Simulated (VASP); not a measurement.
# Hg2Se (I4_1/amd) in VASP: single point with PBE

Aim: the single point of Hg2Se with PBE.

Everything below comes from runs of VASP 6.6.1. Logs are shortened: lines on timing, memory, paths and dates and some standing lists are left out, and cuts for length are marked.

**1. The cell of the first run**

The structure is tetragonal, space group I4_1/amd (No. 141). Conventional cell: a = 5.527 Å, b = 5.527 Å, c = 14.575 Å, α = 90.00°, β = 90.00°, γ = 90.00°. Within 3.6 Å of Hg (site symmetry 2mm) lie 3 Se at 2.77 to 3.49 Å. Se (site symmetry -4m2) has 6 Hg at 2.77 to 3.49 Å within 3.6 Å.

**2. Single point, PBE**

File INCAR:

```
  PREC = Accurate
  ENCUT = 520
  EDIFF = 1E-6
  ISMEAR = 0
  SIGMA = 0.1
  LREAL = False
  LASPH = True
  NELM = 60
  ALGO = Normal
  ISIF = 2
  LWAVE = False
  LCHARG = False
  GGA = PE
  NBANDS = 39
```

File KPOINTS:

```
Automatic mesh
0
Gamma
  10 10 10
```

File POSCAR:

```
Hg2Se
1.0
   -2.7632528328      2.7632528328      7.2872557840
    2.7632528328     -2.7632528328      7.2872557840
    2.7632528328      2.7632528328     -7.2872557840
Hg Se
4 2
Direct
    0.2392723328      0.2392723328      0.0000000000
    0.9892723328      0.4892723328      0.5000000000
    0.5107276672      0.0107276672      0.5000000000
    0.7607276672      0.7607276672      0.0000000000
    0.0000000000      0.0000000000      0.0000000000
    0.7500000000      0.2500000000      0.5000000000
```

Potentials or basis: VASP PAW PBE potentials, release 64 (Hg, Se).

Run with:

```
> cat potpaw_PBE.64/Hg/POTCAR potpaw_PBE.64/Se/POTCAR > POTCAR
> mpirun -np 1 vasp_std > vasp.out
```

OUTCAR:

```text
PREC = Accurate
   ENCUT = 520
   EDIFF = 1E-6
   ISMEAR = 0
   LREAL = False
   LASPH = True
   NELM = 60
   ISIF = 2
   GGA = PE

 ion  position               nearest neighbor table
   1  0.239  0.239  0.000-   6 2.77   6 2.77
   2  0.989  0.489  0.500-   5 2.77   5 2.77
   3  0.511  0.011  0.500-   5 2.77   5 2.77
   4  0.761  0.761  0.000-   6 2.77   6 2.77
   5  0.000  0.000  0.000-   3 2.77   2 2.77   3 2.77   2 2.77
   6  0.750  0.250  0.500-   4 2.77   1 2.77   4 2.77   1 2.77

  LATTYP: Found a body centered tetragonal cell.
 ALAT       =     5.5265056656
 C/A-ratio  =     2.6372019590

  Lattice vectors:

 A1 = (  -2.7632528328,   2.7632528328,   7.2872557840)
 A2 = (   2.7632528328,  -2.7632528328,   7.2872557840)
 A3 = (   2.7632528328,   2.7632528328,  -7.2872557840)

Analysis of symmetry for initial positions (statically):
=====================================================================
 Subroutine PRICEL returns:
 Original cell was already a primitive cell.

 Routine SETGRP: Setting up the symmetry group for a
 body centered tetragonal supercell.

 Subroutine GETGRP returns: Found 16 space group operations
 (whereof  8 operations were pure point group operations)
 out of a pool of 16 trial point group operations.

The static configuration has the point symmetry D_2d.
 The point group associated with its full space group is D_4h.

Analysis of symmetry for dynamics (positions and initial velocities):
=====================================================================
 Subroutine PRICEL returns:
 Original cell was already a primitive cell.

 Routine SETGRP: Setting up the symmetry group for a
 body centered tetragonal supercell.

 Subroutine GETGRP returns: Found 16 space group operations
 (whereof  8 operations were pure point group operations)
 out of a pool of 16 trial point group operations.

The dynamic configuration has the point symmetry D_2d.
 The point group associated with its full space group is D_4h.

 Subroutine INISYM returns: Found 16 space group operations
 (whereof  8 operations are pure point group operations),
 and found     1 'primitive' translations

----------------------------------------------------------------------------------------

                                     Primitive cell

  volume of cell :     222.5693

  direct lattice vectors                    reciprocal lattice vectors
    -2.763252833  2.763252833  7.287255784     0.000000000  0.180946164  0.068612934
     2.763252833 -2.763252833  7.287255784     0.180946164  0.000000000  0.068612934
     2.763252833  2.763252833 -7.287255784     0.180946164  0.180946164  0.000000000

  length of vectors
     8.268931569  8.268931569  8.268931569     0.193518084  0.193518084  0.255896519

  position of ions in fractional coordinates (direct lattice)
     0.239272333  0.239272333  0.000000000
     0.989272333  0.489272333  0.500000000
     0.510727667  0.010727667  0.500000000
     0.760727667  0.760727667  0.000000000
     0.000000000  0.000000000  0.000000000
     0.750000000  0.250000000  0.500000000

  ion indices of the primitive-cell ions
   primitive index   ion index
                 1           1
                 2           2
                 3           3
                 4           4
                 5           5
                 6           6

----------------------------------------------------------------------------------------

 KPOINTS: Automatic mesh

Automatic generation of k-mesh.
 Grid dimensions read from file:
 generate k-points for:   10   10   10

 Generating k-lattice:

  Cartesian coordinates                     Fractional coordinates (reciprocal lattice)
     0.000000000  0.018094616  0.006861293     0.100000000  0.000000000  0.000000000
     0.018094616  0.000000000  0.006861293     0.000000000  0.100000000  0.000000000
     0.018094616  0.018094616  0.000000000     0.000000000  0.000000000  0.100000000

  Length of vectors
     0.019351808  0.019351808  0.025589652

  Shift w.r.t. Gamma in fractional coordinates (k-lattice)
     0.000000000  0.000000000  0.000000000

 Subroutine IBZKPT returns following result:
 ===========================================

 Found    102 irreducible k-points:

 Following reciprocal coordinates:
            Coordinates               Weight
  0.000000  0.000000  0.000000      1.000000
  0.100000  0.000000 -0.000000      8.000000
  0.200000  0.000000 -0.000000      8.000000
  0.300000  0.000000  0.000000      8.000000
  0.400000  0.000000 -0.000000      8.000000
  0.500000  0.000000  0.000000      4.000000
[... 16 lines left out ...]
  0.300000  0.300000  0.000000      8.000000
  0.400000  0.300000  0.000000     16.000000
 [... further k-points ...]
   k-points           NKPTS =    102   k-points in BZ     NKDIM =    102   number of bands    NBANDS=     39
   number of dos      NEDOS =    301   number of ions     NIONS =      6
   total plane-waves  NPLWV = 262144
   dimension x,y,z NGX =    64 NGY =   64 NGZ =   64
   dimension x,y,z NGXF=   128 NGYF=  128 NGZF=  128
   ions per type =               4   2
   NGX,Y,Z   is equivalent  to a cutoff of  12.87, 12.87, 12.87 a.u.
   NGXF,Y,Z  is equivalent  to a cutoff of  25.73, 25.73, 25.73 a.u.
 SYSTEM =  unknown system
   PREC   = accura    normal or accurate (medium, high low for compatibility)
   ISTART =      0    job   : 0-new  1-cont  2-samecut
   ICHARG =      2    charge: 1-file 2-atom 10-const
   ISPIN  =      1    spin polarized calculation?
   LNONCOLLINEAR =      F non collinear calculations
   LSORBIT =      F    spin-orbit coupling
   LASPH  =      T    aspherical Exc in radial PAW
   ENCUT  =  520.0 eV  38.22 Ry    6.18 a.u.  15.37 15.37 15.37*2*pi/ulx,y,z
   NELM   =     60;   NELMIN=  2; NELMDL= -5     # of ELM steps
   EDIFF  = 0.1E-05   stopping-criterion for ELM
   LREAL  =      F    real-space projection
   EDIFFG = 0.1E-04   stopping-criterion for IOM
   NSW    =      0    number of steps for IOM
   IBRION =     -1    ionic relax: 0-MD 1-quasi-New 2-CG
   NFREE  =      0    steps in history (QN), initial steepest desc. (CG)
   ISIF   =      2    stress and relaxation
   ISYM   =      2    0-nonsym 1-usesym 2-fastsym
   POTIM  = 0.5000    time-step for ionic-motion
   TEBEG  =    0.0;   TEEND  =   0.0 temperature during run
   PSTRESS=    0.0 pullay stress
   NELECT =      60.0000    total number of electrons
   NUPDOWN=      -1.0000    fix difference up-down
   EMIN   =  10.00;   EMAX   =-10.00  energy-range for DOS
   EFERMI =   0.00;   METHOD = LEGACY
   ISMEAR =     0;   SIGMA  =   0.10  broadening in eV -4-tet -1-fermi 0-gaus
   EFERMI_NEDOS =   21; number of points for ismear=-14 and -15
   IALGO  =     38    algorithm
   IMIX   =      4    mixing-type and parameters
     AMIX     =   0.40;   BMIX     =  1.00
     AMIX_MAG =   1.60;   BMIX_MAG =  1.00
  volume/ion in A,a.u.               =      37.09       250.33
  Fermi-wavevector in a.u.,A,eV,Ry     =   1.057556  1.998492 15.217100  1.118425
  Thomas-Fermi vector in A             =   2.192833
   LORBIT       =      0    0 simple, 1 ext, 2 COOP (PROOUT), +10 PAW based schemes
   GGA     = PE    functional components
   LHFCALC =     F    Hartree Fock is set to
   AEXX    =    0.0000 exact exchange contribution
   IVDW    =     0    specifies the selected vdW correction
   LEPSILON=     F    determine dielectric tensor
   LRPA    =     F    only Hartree local field effects (RPA)
 non-spin polarized calculation
 Gauss-broadening in eV      SIGMA  =   0.10
  energy-cutoff  :      520.00
  volume of cell :      222.57
 maximum number of plane-waves:      6027
 NGX is ok and might be reduce to    64
   NGX = 31   NGY = 31   NGZ = 31

 number of electron      60.0000000 magnetization

 Free energy of the ion-electron system (eV)
  ---------------------------------------------------
  ext. energy  EPLUGINS =         0.00000000
  ---------------------------------------------------
  free energy    TOTEN  =        -7.42760426 eV

  energy without entropy =       -7.42758928  energy(sigma->0) =       -7.42759677

 E-fermi :   0.5546     XC(G=0):  -7.9425

 val. band max:        0.3369200902   @ k =  -0.3000  -0.3000   0.1000
 cond. band min:       0.7602443796   @ k =  -0.3000   0.3000   0.0000
 fundamental gap:      0.4233242894
 Fermi energy:         0.5545988364

 k-point     1 :       0.0000    0.0000    0.0000
  band No.  band energies     occupation
      1     -12.7727      2.00000
      2     -12.6156      2.00000
      3      -6.2183      2.00000
      4      -6.1719      2.00000
      5      -6.0202      2.00000
      6      -6.0012      2.00000
[... 31 lines left out ...]
     38       4.9109      0.00000
     39       5.3103      0.00000

 k-point     2 :       0.1000    0.0000   -0.0000
  band No.  band energies     occupation
      1     -12.7536      2.00000
      2     -12.6014      2.00000
      3      -6.2112      2.00000
      4      -6.1669      2.00000
      5      -6.0663      2.00000
      6      -6.0547      2.00000
[... 31 lines left out ...]
     38       5.3365      0.00000
     39       5.5218      0.00000

 k-point     3 :       0.2000    0.0000   -0.0000
  band No.  band energies     occupation
      1     -12.7020      2.00000
      2     -12.5638      2.00000
      3      -6.2201      2.00000
      4      -6.2128      2.00000
      5      -6.1901      2.00000
      6      -6.1516      2.00000
[... 31 lines left out ...]
     38       5.4524      0.00000
     39       5.6500      0.00000

 k-point     4 :       0.3000    0.0000    0.0000
  band No.  band energies     occupation
      1     -12.6337      2.00000
      2     -12.5172      2.00000
      3      -6.4553      2.00000
      4      -6.4436      2.00000
      5      -6.1552      2.00000
      6      -6.1265      2.00000
[... 31 lines left out ...]
     38       5.2054      0.00000
     39       5.6146      0.00000
[... 754 lines left out ...]
     38       5.4048      0.00000
     39       5.7533      0.00000

 k-point    23 :       0.3000    0.3000    0.0000
  band No.  band energies     occupation
      1     -12.4806      2.00000
      2     -12.4210      2.00000
      3      -6.5902      2.00000
      4      -6.5838      2.00000
      5      -6.4590      2.00000
      6      -6.4584      2.00000
[... 31 lines left out ...]
     38       5.4117      0.00000
     39       6.4906      0.00000

 k-point    24 :       0.4000    0.3000    0.0000
  band No.  band energies     occupation
      1     -12.4204      2.00000
      2     -12.3788      2.00000
      3      -6.7449      2.00000
      4      -6.7406      2.00000
      5      -6.5448      2.00000
      6      -6.5427      2.00000
[... 31 lines left out ...]
     38       5.2619      0.00000
     39       6.1742      0.00000

 [... further k-points ...]
[... 5 lines left out ...]
  --------------------------------------------------------------------------------------
  -------------------------------------------------------------------------------------
  Total        0.2057332      0.2057332      0.0048615      0.0000000      0.0000000      0.0000000
  in kB        1.4809816      1.4809816      0.0349956      0.0000000      0.0000000      0.0000000
  external PRESSURE =       0.9989863 kB  Pullay stress =       0.0000000 kB

 VOLUME and BASIS-vectors are now :
 -----------------------------------------------------------------------------
  energy-cutoff  :      520.00
  volume of cell :      222.57
      direct lattice vectors                 reciprocal lattice vectors
    -2.763252833  2.763252833  7.287255784     0.000000000  0.180946164  0.068612934
     2.763252833 -2.763252833  7.287255784     0.180946164  0.000000000  0.068612934
     2.763252833  2.763252833 -7.287255784     0.180946164  0.180946164  0.000000000

 POSITION                                       TOTAL-FORCE (eV/Angst)
 -----------------------------------------------------------------------------------
      0.00000      0.00000      3.48728        -0.000000      0.000000      0.000311
      0.00000      2.76325      7.13091         0.000000     -0.000000      0.000311
      0.00000      2.76325      0.15635         0.000000     -0.000000     -0.000311
      0.00000      0.00000     11.08723        -0.000000      0.000000     -0.000311
      0.00000      0.00000      0.00000        -0.000000     -0.000000     -0.000000
     -0.00000      2.76325      3.64363        -0.000000     -0.000000     -0.000000
 -----------------------------------------------------------------------------------
    total drift:                                0.000000      0.000000      0.000000

  FREE ENERGIE OF THE ION-ELECTRON SYSTEM (eV)
  ---------------------------------------------------
  free  energy   TOTEN  =        -7.4276042633 eV

  energy  without entropy=       -7.4275892781  energy(sigma->0) =       -7.42759677
```

Run time: 16 min. Hardware: 1 thread of AMD EPYC 9R45 (Zen 5), shared host; peak memory 0.97 GiB.

What came out:

| Property | Result |
| --- | --- |
| Free energy | -7.4276 eV |
| Pressure | 0.1 GPa |
| Band gap on the k mesh | zero (bands 30 and 31 overlap by 2.47 eV) |

Stress tensor (GPa, compression positive):
```
0.15 0.00 0.00
0.00 0.15 0.00
0.00 0.00 0.00
```

Caveat: spin-orbit coupling is left out, which moves the levels of the heavy elements.

The gap in the log of VASP goes by the Fermi energy; the results here count the filled bands.